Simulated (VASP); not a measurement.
# Sn2Br (Fd-3m) in VASP: further runs

Runs on Sn2Br. Level: PBE. Tasks: single point.

Program: VASP 6.6.1. These are calculated values, not measurements. Logs are shortened: lines on timing, memory, paths and dates and some standing lists are left out, and cuts for length are marked.

## (1) The cell of the first run

Symmetry: Fd-3m, No. 227, cubic system. Conventional cell: a = 8.682 Å, b = 8.682 Å, c = 8.682 Å, α = 90.00°, β = 90.00°, γ = 90.00°. Within 4.0 Å of Sn (site symmetry -3m) lie 6 Sn at 3.07 Å and 6 Br at 3.60 Å. Br (site symmetry -43m) has 12 Sn at 3.60 Å and 4 Br at 3.76 Å within 4.7 Å.

## (2) Single point, PBE

Input file INCAR:

```
PREC = Accurate
ENCUT = 520
EDIFF = 1E-6
ISMEAR = 0
SIGMA = 0.1
LREAL = F
LASPH = T
NELM = 100
ALGO = Normal
ISIF = 2
LWAVE = F
LCHARG = F
GGA = PE
NBANDS = 44
```

Input file KPOINTS:

```
Automatic mesh
0
Gamma
  4 4 4
```

Input file POSCAR:

```
Sn2Br
1.0
    0.0000000000      4.3409314161      4.3409314161
    4.3409314161      0.0000000000      4.3409314161
    4.3409314161      4.3409314161      0.0000000000
Sn Br
4 2
Direct
    0.6250000000      0.6250000000      0.6250000000
    0.1250000000      0.6250000000      0.6250000000
    0.6250000000      0.6250000000      0.1250000000
    0.6250000000      0.1250000000      0.6250000000
    0.0000000000      0.0000000000      0.0000000000
    0.2500000000      0.2500000000      0.2500000000
```

Potentials or basis: VASP PAW PBE potentials, release 64 (Sn_d, Br).

Launch:

```sh
$ cat potpaw_PBE.64/Sn_d/POTCAR potpaw_PBE.64/Br/POTCAR > POTCAR
$ mpirun -np 1 vasp_std > vasp.out
```

OUTCAR:

```text
PREC = Accurate
   ENCUT = 520
   EDIFF = 1E-6
   ISMEAR = 0
   LREAL = F
   LASPH = T
   NELM = 100
   ISIF = 2
   GGA = PE

 ion  position               nearest neighbor table
   1  0.625  0.625  0.625-   2 3.07   3 3.07   4 3.07   3 3.07   4 3.07   2 3.07
   2  0.125  0.625  0.625-   1 3.07   3 3.07   4 3.07   1 3.07   3 3.07   4 3.07
   3  0.625  0.625  0.125-   1 3.07   1 3.07   2 3.07   4 3.07   4 3.07   2 3.07
   4  0.625  0.125  0.625-   1 3.07   3 3.07   1 3.07   2 3.07   3 3.07   2 3.07
   5  0.000  0.000  0.000-
   6  0.250  0.250  0.250-

  LATTYP: Found a face centered cubic cell.
 ALAT       =     8.6818628322

  Lattice vectors:

 A1 = (   0.0000000000,   4.3409314161,   4.3409314161)
 A2 = (   4.3409314161,   0.0000000000,   4.3409314161)
 A3 = (   4.3409314161,   4.3409314161,   0.0000000000)

Analysis of symmetry for initial positions (statically):
=====================================================================
 Subroutine PRICEL returns:
 Original cell was already a primitive cell.

 Routine SETGRP: Setting up the symmetry group for a
 face centered cubic supercell.

 Subroutine GETGRP returns: Found 48 space group operations
 (whereof 24 operations were pure point group operations)
 out of a pool of 48 trial point group operations.

The static configuration has the point symmetry T_d .
 The point group associated with its full space group is O_h .

Analysis of symmetry for dynamics (positions and initial velocities):
=====================================================================
 Subroutine PRICEL returns:
 Original cell was already a primitive cell.

 Routine SETGRP: Setting up the symmetry group for a
 face centered cubic supercell.

 Subroutine GETGRP returns: Found 48 space group operations
 (whereof 24 operations were pure point group operations)
 out of a pool of 48 trial point group operations.

The dynamic configuration has the point symmetry T_d .
 The point group associated with its full space group is O_h .

 Subroutine INISYM returns: Found 48 space group operations
 (whereof 24 operations are pure point group operations),
 and found     1 'primitive' translations

----------------------------------------------------------------------------------------

                                     Primitive cell

  volume of cell :     163.5983

[... 80 lines left out ...]
   LREAL  =      F    real-space projection
   EDIFFG = 0.1E-04   stopping-criterion for IOM
   NSW    =      0    number of steps for IOM
   IBRION =     -1    ionic relax: 0-MD 1-quasi-New 2-CG
   NFREE  =      0    steps in history (QN), initial steepest desc. (CG)
   ISIF   =      2    stress and relaxation
   ISYM   =      2    0-nonsym 1-usesym 2-fastsym
   POTIM  = 0.5000    time-step for ionic-motion
   TEBEG  =    0.0;   TEEND  =   0.0 temperature during run
   PSTRESS=    0.0 pullay stress
   NELECT =      70.0000    total number of electrons
   NUPDOWN=      -1.0000    fix difference up-down
   EMIN   =  10.00;   EMAX   =-10.00  energy-range for DOS
   EFERMI =   0.00;   METHOD = LEGACY
   ISMEAR =     0;   SIGMA  =   0.10  broadening in eV -4-tet -1-fermi 0-gaus
   EFERMI_NEDOS =   21; number of points for ismear=-14 and -15
   IALGO  =     38    algorithm
   IMIX   =      4    mixing-type and parameters
     AMIX     =   0.40;   BMIX     =  1.00
     AMIX_MAG =   1.60;   BMIX_MAG =  1.00
  volume/ion in A,a.u.               =      27.27       184.00
  Fermi-wavevector in a.u.,A,eV,Ry     =   1.233620  2.331203 20.705581  1.521817
  Thomas-Fermi vector in A             =   2.368343
   LORBIT       =      0    0 simple, 1 ext, 2 COOP (PROOUT), +10 PAW based schemes
   GGA     = PE    functional components
   LHFCALC =     F    Hartree Fock is set to
   AEXX    =    0.0000 exact exchange contribution
   IVDW    =     0    specifies the selected vdW correction
   LEPSILON=     F    determine dielectric tensor
   LRPA    =     F    only Hartree local field effects (RPA)
 non-spin polarized calculation
 Gauss-broadening in eV      SIGMA  =   0.10
  energy-cutoff  :      520.00
  volume of cell :      163.60
 maximum number of plane-waves:      4477
 NGX is ok and might be reduce to    48
   NGX = 23   NGY = 23   NGZ = 23

 number of electron      69.9999988 magnetization

 Free energy of the ion-electron system (eV)
  ---------------------------------------------------
  ext. energy  EPLUGINS =         0.00000000
  ---------------------------------------------------
  free energy    TOTEN  =       -18.33005070 eV

  energy without entropy =      -18.27982353  energy(sigma->0) =      -18.30493712

 E-fermi :   6.0306     XC(G=0):  -9.8663

 val. band max:        6.0243105672   @ k =   0.0000   0.0000   0.0000
 cond. band min:       6.0610341039   @ k =   0.5000   0.2500   0.0000
 fundamental gap:      0.0367235367
 Fermi energy:         6.0305559857

 k-point     1 :       0.0000    0.0000    0.0000
  band No.  band energies     occupation
      1     -15.7272      2.00000
      2     -15.6684      2.00000
      3     -15.6684      2.00000
      4     -15.6474      2.00000
      5     -15.6474      2.00000
      6     -15.6474      2.00000
[... 365 lines left out ...]
     43      10.9400      0.00000
     44      10.9400      0.00000

------------------------ aborting loop because EDIFF is reached ----------------------------------------

  FORCE on cell =-STRESS in cart. coord.  units (eV):
  Direction    XX          YY          ZZ          XY          YZ          ZX
  --------------------------------------------------------------------------------------
  -------------------------------------------------------------------------------------
  Total        4.1640848      4.1640848      4.1640848      0.0000000      0.0000000      0.0000000
  in kB       40.7803907     40.7803907     40.7803907      0.0000000      0.0000000      0.0000000
  external PRESSURE =      40.7803907 kB  Pullay stress =       0.0000000 kB

 VOLUME and BASIS-vectors are now :
 -----------------------------------------------------------------------------
  energy-cutoff  :      520.00
  volume of cell :      163.60
      direct lattice vectors                 reciprocal lattice vectors
     0.000000000  4.340931416  4.340931416    -0.115182654  0.115182654  0.115182654
     4.340931416  0.000000000  4.340931416     0.115182654 -0.115182654  0.115182654
     4.340931416  4.340931416  0.000000000     0.115182654  0.115182654 -0.115182654

 POSITION                                       TOTAL-FORCE (eV/Angst)
 -----------------------------------------------------------------------------------
      5.42616      5.42616      5.42616         0.000000     -0.000000      0.000000
      5.42616      3.25570      3.25570         0.000000     -0.000000      0.000000
      3.25570      3.25570      5.42616         0.000000     -0.000000      0.000000
      3.25570      5.42616      3.25570         0.000000     -0.000000      0.000000
      0.00000      0.00000      0.00000         0.000000      0.000000      0.000000
      2.17047      2.17047      2.17047        -0.000000     -0.000000     -0.000000
 -----------------------------------------------------------------------------------
    total drift:                                0.000000      0.000000      0.000000

  FREE ENERGIE OF THE ION-ELECTRON SYSTEM (eV)
  ---------------------------------------------------
  free  energy   TOTEN  =       -18.3300506991 eV

  energy  without entropy=      -18.2798235343  energy(sigma->0) =      -18.30493712
```

OSZICAR:

```text
N       E                     dE             d eps       ncg     rms          rms(c)
DAV:   1     0.768043608334E+03    0.76804E+03   -0.33553E+04   724   0.225E+03
DAV:   2     0.104557975215E+03   -0.66349E+03   -0.64910E+03   704   0.605E+02
DAV:   3    -0.110839236762E+02   -0.11564E+03   -0.11283E+03   816   0.203E+02
DAV:   4    -0.185784263080E+02   -0.74945E+01   -0.74131E+01   824   0.534E+01
DAV:   5    -0.187570406763E+02   -0.17861E+00   -0.17853E+00   864   0.912E+00    0.623E+00
DAV:   6    -0.183640891639E+02    0.39295E+00   -0.53799E-01   884   0.464E+00    0.335E+00
DAV:   7    -0.183335914527E+02    0.30498E-01   -0.27291E-01   812   0.253E+00    0.109E+00
DAV:   8    -0.183308971562E+02    0.26943E-02   -0.44519E-02   844   0.133E+00    0.283E-01
DAV:   9    -0.183304298529E+02    0.46730E-03   -0.12694E-02   872   0.673E-01    0.106E-01
DAV:  10    -0.183300776824E+02    0.35217E-03   -0.16749E-03   808   0.292E-01    0.615E-02
DAV:  11    -0.183300920455E+02   -0.14363E-04   -0.98075E-04   864   0.181E-01    0.474E-02
DAV:  12    -0.183300528708E+02    0.39175E-04   -0.25940E-04   876   0.101E-01    0.160E-02
DAV:  13    -0.183300500836E+02    0.27873E-05   -0.25913E-05   724   0.314E-02    0.476E-03
DAV:  14    -0.183300506991E+02   -0.61556E-06   -0.29978E-06   620   0.980E-03
   1 F= -.18330051E+02 E0= -.18304937E+02  d E =-.502272E-01
```

Run time: 37 s. Hardware: 1 thread of Intel Xeon 6975P-C (Granite Rapids), shared host; peak memory 0.32 GiB.

Results:

```yaml
Free_energy: -18.3301 eV
Pressure: 4.1 GPa
Band_gap_on_the_k_mesh: zero (band 35 reaches 7.28 eV, above the bottom of band 36 at 5.66 eV)
```

Caveat: spin-orbit coupling is left out, which moves the levels of the heavy elements.

## (3) Single point, PBE

This run uses another cell than the first one, of 30.16 Å³/atom, 1.106 times its volume.

Input file INCAR:

```
SYSTEM = Sn2Br
PREC = Accurate
ENCUT = 520
EDIFF = 1E-6
ISMEAR = 0
SIGMA = 0.1
LREAL = .FALSE.
LASPH = .TRUE.
NELM = 80
ALGO = Normal
ISIF = 2
LWAVE = .FALSE.
LCHARG = .FALSE.
GGA = PE
NBANDS = 44
```

Input file KPOINTS:

```
regular mesh
0
G
  4 4 4
  0 0 0
```

Edit POSCAR of step 2 so:

```diff
@@ -2,5 +2,5 @@
 1.0
-    0.0000000000      4.3409314161      4.3409314161
-    4.3409314161      0.0000000000      4.3409314161
-    4.3409314161      4.3409314161      0.0000000000
+    0.0000000000      4.4894207386      4.4894207386
+    4.4894207386      0.0000000000      4.4894207386
+    4.4894207386      4.4894207386      0.0000000000
 Sn Br
```

Potentials or basis: VASP PAW PBE potentials, release 64 (Sn_d, Br).

Launch:

```sh
$ cat potpaw_PBE.64/Sn_d/POTCAR potpaw_PBE.64/Br/POTCAR > POTCAR
$ mpirun -np 1 vasp_std > vasp.out
```

Run time: 37 s. Hardware: 1 thread of Intel Xeon 6975P-C (Granite Rapids), shared host; peak memory 0.32 GiB.

Results (log left out):

```
Free energy            : -18.5184 eV
Pressure               : -0.3 GPa
Band gap on the k mesh : zero (band 35 reaches 6.15 eV, above the bottom of band 36 at 4.67 eV)
```

Levels at points of the mesh, in eV from the Fermi level:
```csv
k point,band 31,band 32,band 33,band 34,band 35,band 36,band 37,band 38,band 39,band 40
"(0.00, 0.00, 0.00)",-2.85,-2.85,-2.85,-0.67,-0.67,-0.07,-0.07,-0.07,4.85,5.55
"(0.50, 0.00, 0.00)",-2.13,-2.13,-1.43,-0.27,-0.27,1.55,1.69,1.69,1.73,2.02
"(0.50, 0.50, 0.00)",-1.90,-1.90,-1.27,-1.27,1.17,1.17,1.32,1.32,1.54,1.54
```

Caveat: spin-orbit coupling is left out, which moves the levels of the heavy elements.

[end of part 1 of 2]
